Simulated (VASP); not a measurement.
# GaSi62 (a cell with a defect) in VASP: a series of runs

GaSi62 (a cell with a defect) is run at these levels: PBE; tasks: single point.

Everything below comes from runs of VASP 6.6.1. Logs are shortened: lines on timing, memory, paths and dates and some standing lists are left out, and cuts for length are marked.

### 1 The cell of the first run

The cell holds a defect, 63 atoms: a = 10.860 Å, b = 10.860 Å, c = 10.860 Å, α = 90.00°, β = 90.00°, γ = 90.00°.

### 2 Single point, PBE, collinear spin

Input file INCAR:

```
SYSTEM = GaSi62
PREC = Accurate
ENCUT = 520
EDIFF = 1E-6
ISMEAR = -1
SIGMA = 0.02
LREAL = Auto
LASPH = .True.
NELM = 150
ALGO = Normal
ISIF = 2
LWAVE = .False.
LCHARG = .False.
ISPIN = 2
MAGMOM = 0 0 0 0 0 0 0 0 0 0 0 0 0 0 0 0 0 0 0 0 0 0 0 0 0 0 0 0 0 0 0.13 0.13 0 0 0 0 0 0.13 0 0 0 0 0 0 0 0 0 0 0 0 0 0 0 0 0 0 0 0 0 0 0 0 0
LORBIT = 11
GGA = PE
NELECT = 263.0
NBANDS = 172
```

Input file KPOINTS:

```
Automatic mesh
0
Gamma
  1 1 1
  0 0 0
```

Input file POSCAR:

```
GaSi62
1.0
   10.8600000000      0.0000000000      0.0000000000
    0.0000000000     10.8600000000      0.0000000000
    0.0000000000      0.0000000000     10.8600000000
Si Ga
62 1
Direct
    0.4990234807      0.0009765193      0.0009765193
    0.6235211786      0.1256141805      0.1256141805
    0.7485791897      0.2495349908     -0.0013350829
    0.8722207182      0.3751826888      0.1228729282
    0.7485791897     -0.0013350829      0.2495349908
    0.8722207182      0.1228729282      0.3751826888
   -0.0014067219      0.0009591160      0.0009591160
    0.1228490792      0.1273692449      0.1273692449
    0.2492265193      0.2507734807      0.0018623389
    0.3726307551      0.3771509208      0.1273692449
    0.4990408840      0.5014067219      0.0009591160
    0.6259538674      0.6256597606      0.1253085635
    0.7513038674      0.7486961326     -0.0012613260
    0.8743402394      0.8740461326      0.1253085635
    0.2492265193      0.0018623389      0.2507734807
    0.3726307551      0.1273692449      0.3771509208
    0.4981376611      0.2507734807      0.2507734807
    0.6252410681      0.3754724678      0.3754724678
    0.7519382136      0.5005851750      0.2510381215
    0.8835948435      0.6164051565      0.3792732965
    0.4990408840      0.0009591160      0.5014067219
    0.6259538674      0.1253085635      0.6256597606
    0.7519382136      0.2510381215      0.5005851750
    0.8835948435      0.3792732965      0.6164051565
    0.7513038674     -0.0012613260      0.7486961326
    0.8743402394      0.1253085635      0.8740461326
   -0.0003923573      0.5003923573      0.0000200737
    0.1248173112      0.6277792818      0.1228729282
    0.2504650092      0.7514208103     -0.0013350829
    0.3743858195      0.8764788214      0.1256141805
   -0.0083868324      0.2508237569      0.2508237569
    0.2491762431      0.5083868324      0.2508237569
    0.3771270718      0.6277792818      0.3751826888
    0.5013350829      0.7514208103      0.2495349908
    0.6252010129      0.8747989871      0.3765530387
   -0.0003923573      0.0000200737      0.5003923573
    0.1248173112      0.1228729282      0.6277792818
    0.2491762431      0.2508237569      0.5083868324
    0.3771270718      0.3751826888      0.6277792818
    0.4999799263      0.5003923573      0.5003923573
    0.6272339779      0.6239802947      0.6239802947
    0.7544827808      0.7455172192      0.4976220074
    0.8760197053      0.8727660221      0.6239802947
    0.2504650092     -0.0013350829      0.7514208103
    0.3743858195      0.1256141805      0.8764788214
    0.5013350829      0.2495349908      0.7514208103
    0.6252010129      0.3765530387      0.8747989871
    0.7544827808      0.4976220074      0.7455172192
    0.8760197053      0.6239802947      0.8727660221
   -0.0005851750      0.7480617864      0.2510381215
    0.1245275322      0.8747589319      0.3754724678
    0.1207267035      0.6164051565      0.6164051565
    0.2489618785      0.7480617864      0.5005851750
    0.3746914365      0.8740461326      0.6256597606
   -0.0005851750      0.2510381215      0.7480617864
    0.1245275322      0.3754724678      0.8747589319
    0.2489618785      0.5005851750      0.7480617864
    0.3746914365      0.6256597606      0.8740461326
    0.5012613260      0.7486961326      0.7486961326
    0.6246015654      0.8753984346      0.8753984346
    0.0023779926      0.7455172192      0.7455172192
    0.1234469613      0.8747989871      0.8747989871
    0.1233077348      0.3766922652      0.3766922652
```

Potentials or basis: VASP PAW PBE potentials, release 64 (Si, Ga_d).

Launch:

```sh
cat potpaw_PBE.64/Si/POTCAR potpaw_PBE.64/Ga_d/POTCAR > POTCAR
mpirun -np 1 vasp_gam > vasp.out
```

OUTCAR:

```text
SYSTEM = GaSi62
   PREC = Accurate
   ENCUT = 520
   EDIFF = 1E-6
   ISMEAR = -1
   LREAL = Auto
   LASPH = .True.
   NELM = 150
   ISIF = 2
   ISPIN = 2
   LORBIT = 11
   GGA = PE
   NELECT = 263.0

 ion  position               nearest neighbor table
   1  0.499  0.001  0.001-   2 2.34  45 2.34  30 2.34  60 2.36
   2  0.624  0.126  0.126-   1 2.34  17 2.36   5 2.36   3 2.36
   3  0.749  0.250  0.999-   4 2.34  47 2.35  26 2.35   2 2.36
   4  0.872  0.375  0.123-  31 2.33   3 2.34  19 2.34  27 2.35
   5  0.749  0.999  0.250-   6 2.34  35 2.35  14 2.35   2 2.36
   6  0.872  0.123  0.375-  31 2.33   5 2.34  23 2.34  36 2.35
[... 43 lines left out ...]
  50  0.999  0.748  0.251-  28 2.34  51 2.36  20 2.36  14 2.36
  51  0.125  0.875  0.375-  36 2.35  50 2.36  53 2.36  15 2.36
  52  0.121  0.616  0.616-  53 2.36  57 2.36  61 2.36
  53  0.249  0.748  0.501-  33 2.34  51 2.36  52 2.36  54 2.36
  54  0.375  0.874  0.626-  44 2.35  59 2.35  21 2.35  53 2.36
  55  0.999  0.251  0.748-  37 2.34  56 2.36  24 2.36  26 2.36
  56  0.125  0.375  0.875-  27 2.35  55 2.36  57 2.36   9 2.36
  57  0.249  0.501  0.748-  39 2.34  56 2.36  52 2.36  58 2.36
  58  0.375  0.626  0.874-  29 2.35  59 2.35  11 2.35  57 2.36
  59  0.501  0.749  0.749-  54 2.35  58 2.35  41 2.35  60 2.36
  60  0.625  0.875  0.875-   1 2.36  13 2.36  25 2.36  59 2.36
  61  0.002  0.746  0.746-  43 2.35  49 2.35  52 2.36  62 2.38
  62  0.123  0.875  0.875-  29 2.35  44 2.35   7 2.36  61 2.38
  63  0.123  0.377  0.377-  31 2.40  32 2.40  38 2.40

  LATTYP: Found a simple cubic cell.
 ALAT       =    10.8600000000

  Lattice vectors:

 A1 = (  10.8600000000,   0.0000000000,   0.0000000000)
 A2 = (   0.0000000000,  10.8600000000,   0.0000000000)
 A3 = (   0.0000000000,   0.0000000000,  10.8600000000)

Analysis of symmetry for initial positions (statically):
=====================================================================
 Subroutine PRICEL returns:
 Original cell was already a primitive cell.

 Routine SETGRP: Setting up the symmetry group for a
 simple cubic supercell.

 Subroutine GETGRP returns: Found  6 space group operations
 (whereof  2 operations were pure point group operations)
 out of a pool of 48 trial point group operations.

The static configuration has the point symmetry C_1h.
 The point group associated with its full space group is C_3v.

Analysis of symmetry for dynamics (positions and initial velocities):
=====================================================================
 Subroutine PRICEL returns:
 Original cell was already a primitive cell.

 Routine SETGRP: Setting up the symmetry group for a
 simple cubic supercell.

 Subroutine GETGRP returns: Found  6 space group operations
 (whereof  2 operations were pure point group operations)
 out of a pool of 48 trial point group operations.
[... 259 lines left out ...]
  free energy    TOTEN  =      -317.57964150 eV

  energy without entropy =     -317.54858766  energy(sigma->0) =     -317.56411458

 E-fermi :   6.3356     XC(G=0):  -9.3851

 val. band max:        6.3118080756   @ k =   0.0000   0.0000   0.0000
 cond. band min:       6.3860885724   @ k =   0.0000   0.0000   0.0000
 fundamental gap:      0.0742804968
 Fermi energy:         6.3356193357

 spin component 1

 k-point     1 :       0.0000    0.0000    0.0000
  band No.  band energies     occupation
      1      -8.8901      1.00000
      2      -8.8672      1.00000
      3      -8.8672      1.00000
      4      -8.7661      1.00000
      5      -8.7661      1.00000
      6      -6.2648      1.00000
[... 135 lines left out ...]
    142       6.8852      0.00000
    143       6.8898      0.00000
 Fermi energy:         6.3356193357

 spin component 2

 k-point     1 :       0.0000    0.0000    0.0000
  band No.  band energies     occupation
      1      -8.8879      1.00000
      2      -8.8632      1.00000
      3      -8.8632      1.00000
      4      -8.7591      1.00000
      5      -8.7591      1.00000
      6      -6.2278      1.00000
[... 135 lines left out ...]
    142       6.9386      0.00000
    143       6.9605      0.00000
 [bands above 143 left out]

------------------------ aborting loop because EDIFF is reached ----------------------------------------

  FORCE on cell =-STRESS in cart. coord.  units (eV):
  Direction    XX          YY          ZZ          XY          YZ          ZX
  --------------------------------------------------------------------------------------
  -------------------------------------------------------------------------------------
  Total       35.1330620     35.1330620     35.1330620      1.8036023     -1.8036023      1.8036023
  in kB       43.9477969     43.9477969     43.9477969      2.2561183     -2.2561183      2.2561183
  external PRESSURE =      43.9477969 kB  Pullay stress =       0.0000000 kB

 VOLUME and BASIS-vectors are now :
 -----------------------------------------------------------------------------
  energy-cutoff  :      520.00
  volume of cell :     1280.82
      direct lattice vectors                 reciprocal lattice vectors
    10.860000000  0.000000000  0.000000000     0.092081031  0.000000000  0.000000000
     0.000000000 10.860000000  0.000000000     0.000000000  0.092081031  0.000000000
     0.000000000  0.000000000 10.860000000     0.000000000  0.000000000  0.092081031

 POSITION                                       TOTAL-FORCE (eV/Angst)
 -----------------------------------------------------------------------------------
      5.41940      0.01060      0.01060        -0.003863      0.003863      0.003863
      6.77144      1.36417      1.36417         0.002217      0.001190      0.001190
      8.12957      2.70995     10.84550         0.005898     -0.004709      0.009969
      9.47232      4.07448      1.33440        -0.001406      0.004787     -0.002456
      8.12957     10.84550      2.70995         0.005898      0.009969     -0.004709
      9.47232      1.33440      4.07448        -0.001406     -0.002456      0.004787
[... 55 lines left out ...]
      1.34063      9.50032      9.50032         0.001392     -0.008321     -0.008321
      1.33912      4.09088      4.09088        -0.015643      0.015643      0.015643
 -----------------------------------------------------------------------------------
    total drift:                                0.017919     -0.017919     -0.017920

  FREE ENERGIE OF THE ION-ELECTRON SYSTEM (eV)
  ---------------------------------------------------
  free  energy   TOTEN  =      -317.5796415044 eV

  energy  without entropy=     -317.5485876570  energy(sigma->0) =     -317.56411458

 total charge

# of ion       s       p       d       tot
------------------------------------------
    1        0.739   0.965   0.000   1.703
    2        0.741   0.960   0.000   1.701
    3        0.739   0.968   0.000   1.707
    4        0.742   0.969   0.000   1.711
    5        0.739   0.968   0.000   1.707
    6        0.742   0.969   0.000   1.711
[... 55 lines left out ...]
   62        0.750   0.950   0.000   1.700
   63        0.937   0.784   9.956  11.677
--------------------------------------------------
tot         47.130  59.915   9.956 117.001

 magnetization (x)

# of ion       s       p       d       tot
------------------------------------------
    1       -0.000   0.001   0.000   0.001
    2        0.001   0.001   0.000   0.003
    3        0.001   0.006   0.000   0.007
    4        0.002   0.000   0.000   0.003
    5        0.001   0.006   0.000   0.007
    6        0.002   0.000   0.000   0.003
[... 55 lines left out ...]
   62        0.007   0.010   0.000   0.017
   63        0.006   0.005   0.004   0.015
--------------------------------------------------
tot          0.236   0.643   0.004   0.883
```

It took 15 min on 1 thread of Intel Xeon Platinum 8259CL at 2.50GHz (Skylake/Cascade Lake), shared host; peak memory 1.4 GiB.

What came out:

- Free energy: -317.5796 eV
- Largest force: 0.027 eV/Å
- Net moment: 2.85 μB per cell
- Site moments: Si +0.00, +0.01, +0.02, +0.13, -0.00 (each value once); Ga +0.01 μB
- Valence electrons inside the program's atomic spheres: Si 1.70, 1.71, 1.69, 1.65 (each value once); Ga 11.68

Forces on the atoms (eV/Å):
```
Si  -0.004  0.004  0.004
Si   0.002  0.001  0.001
Si   0.006 -0.005  0.010
Si  -0.001  0.005 -0.002
Si   0.006  0.010 -0.005
Si  -0.001 -0.002  0.005
Si  -0.001  0.004  0.004
Si   0.001  0.001  0.001
Si   0.002 -0.002 -0.001
Si  -0.001 -0.001  0.001
Si  -0.004  0.001  0.004
Si   0.006  0.002  0.004
Si   0.003 -0.003  0.002
Si  -0.002 -0.006  0.004
Si   0.002 -0.001 -0.002
Si  -0.001  0.001 -0.001
Si   0.001 -0.002 -0.002
Si   0.001 -0.005 -0.005
Si  -0.003  0.003 -0.007
Si   0.002 -0.002 -0.004
Si  -0.004  0.004  0.001
Si   0.006  0.004  0.002
Si  -0.003 -0.007  0.003
Si   0.002 -0.004 -0.002
Si   0.003  0.002 -0.003
Si  -0.002  0.004 -0.006
Si  -0.009  0.009  0.005
Si  -0.005  0.001 -0.002
Si   0.005 -0.006  0.010
Si  -0.001 -0.002  0.001
Si   0.014 -0.008 -0.008
Si   0.008 -0.014 -0.008
Si   0.002  0.001  0.005
Si  -0.010 -0.006 -0.005
Si   0.008 -0.008 -0.001
Si  -0.009  0.005  0.009
Si  -0.005 -0.002  0.001
Si   0.008 -0.008 -0.014
Si   0.002  0.005  0.001
Si  -0.005  0.009  0.009
Si   0.000  0.001  0.001
Si  -0.006  0.006  0.010
Si  -0.001  0.000  0.001
Si   0.005  0.010 -0.006
Si  -0.001  0.001 -0.002
Si  -0.010 -0.005 -0.006
Si   0.008 -0.001 -0.008
Si  -0.006  0.010  0.006
Si  -0.001  0.001  0.000
Si  -0.003  0.003 -0.007
Si   0.005 -0.001 -0.005
Si   0.004 -0.002 -0.002
Si   0.007  0.003  0.003
Si  -0.004 -0.006  0.002
Si  -0.003 -0.007  0.003
Si   0.005 -0.005 -0.001
Si   0.007  0.003  0.003
Si  -0.004  0.002 -0.006
Si  -0.002 -0.003 -0.003
Si   0.003 -0.003 -0.003
Si  -0.010  0.006  0.006
Si   0.001 -0.008 -0.008
Ga  -0.016  0.016  0.016
```

Caveat: the k points lie up to 0.58 Å⁻¹ apart; the cell carries a net charge on a neutralising background, which shifts energy and pressure; the cell is charged against a uniform background, so pressure and absolute levels hang on convention.

[end of part 1 of 2]
